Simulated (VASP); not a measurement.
Write the native input for VASP 6.6.1 that does the following.

```yaml
Task: single point
Functional: r2SCAN
Dispersion: D3(BJ)
Potentials_or_basis: VASP PAW PBE potentials, release 64 (Hg, Te)
Cutoff: 520 eV
k_mesh: 4 × 4 × 4
Occupations: fermi-dirac, width 0.05 eV
Spin: no spin polarisation
Dipole_correction: no
Further_INCAR_settings: ALGO = Normal; EDIFF = 1e-06; NBANDS = 26
```

Crystal: HgTe.

```
Hg Te
1.0
     2.95207   -3.42007    0.00000
     2.95207    3.42007    0.00000
     0.00000    0.00000    5.71979
Hg Te
2 2
Direct
  0.34305 0.65695 0.75000
  0.65695 0.34305 0.25000
  0.78481 0.21519 0.75000
  0.21519 0.78481 0.25000
```

These files were run (other wordings do the same):

POSCAR

```
HgTe
1.0
    2.9520736097     -3.4200728643      0.0000000000
    2.9520736097      3.4200728643      0.0000000000
    0.0000000000      0.0000000000      5.7197939209
Hg Te
2 2
Direct
    0.3430500000      0.6569500000      0.7500000000
    0.6569500000      0.3430500000      0.2500000000
    0.7848090000      0.2151910000      0.7500000000
    0.2151910000      0.7848090000      0.2500000000
```

INCAR.step1

```
SYSTEM = HgTe
ALGO     = Normal         ! electronic algorithm
EDIFF    = 1E-4           ! SCF threshold, eV
ENCUT    = 520            ! plane-wave cutoff, eV
GGA      = PE             ! functional
ISMEAR   = -1             ! smearing method
LASPH    = .True.         ! aspherical terms in the spheres
LCHARG   = .False.        ! write CHGCAR
LREAL    = .False.        ! projectors in reciprocal space
LWAVE    = .True.         ! write WAVECAR
NBANDS   = 26             ! bands
NELM     = 60             ! most SCF steps
PREC     = Accurate       ! precision mode
SIGMA    = 0.05           ! smearing width, eV
```

INCAR.step2

```
SYSTEM = HgTe
ALGO     = Normal         ! electronic algorithm
EDIFF    = 1E-6           ! SCF threshold, eV
ENCUT    = 520            ! plane-wave cutoff, eV
ISIF     = 2              ! what is computed and relaxed
ISMEAR   = -1             ! smearing method
ISTART   = 1            
IVDW     = 12             ! dispersion correction
LASPH    = .True.         ! aspherical terms in the spheres
LCHARG   = .False.        ! write CHGCAR
LMIXTAU  = .True.       
LREAL    = .False.        ! projectors in reciprocal space
LWAVE    = .False.        ! write WAVECAR
METAGGA  = R2SCAN         ! meta-GGA
NBANDS   = 26             ! bands
NELM     = 60             ! most SCF steps
PREC     = Accurate       ! precision mode
SIGMA    = 0.05           ! smearing width, eV
VDW_A1   = 0.49484001   
VDW_A2   = 5.73083694   
VDW_S6   = 1.0          
VDW_S8   = 0.78981345
```

KPOINTS

```
k-points
0
Gamma
  4 4 4
  0 0 0
```

Potentials or basis: VASP PAW PBE potentials, release 64 (Hg, Te).

Launch:

```sh
$ cat potpaw_PBE.64/Hg/POTCAR potpaw_PBE.64/Te/POTCAR > POTCAR
$ cp INCAR.step1 INCAR
$ mpirun -np 1 vasp_std > vasp.out
$ cp INCAR.step2 INCAR
$ mpirun -np 1 vasp_std > vasp.out
```

Results of the run:

```yaml
Pressure: -0.2 GPa
Largest_force: 0.023 eV/Å
Band_gap_on_the_k_mesh: zero (band 18 reaches 4.52 eV, above the bottom of band 19 at 2.34 eV)
Dispersion_energy_per_atom: -0.203 eV
```

Caveat: three body term missing; the PAW data sets were made with another functional, which shifts forces and pressure a little; spin-orbit coupling is left out, which moves the levels of the heavy elements; pairwise dispersion overbinds metals, which lowers pressure and volume.

It took 2.6 min on 1 thread of Intel Xeon 6975P-C, on a shared host, peak memory 0.28 GiB.
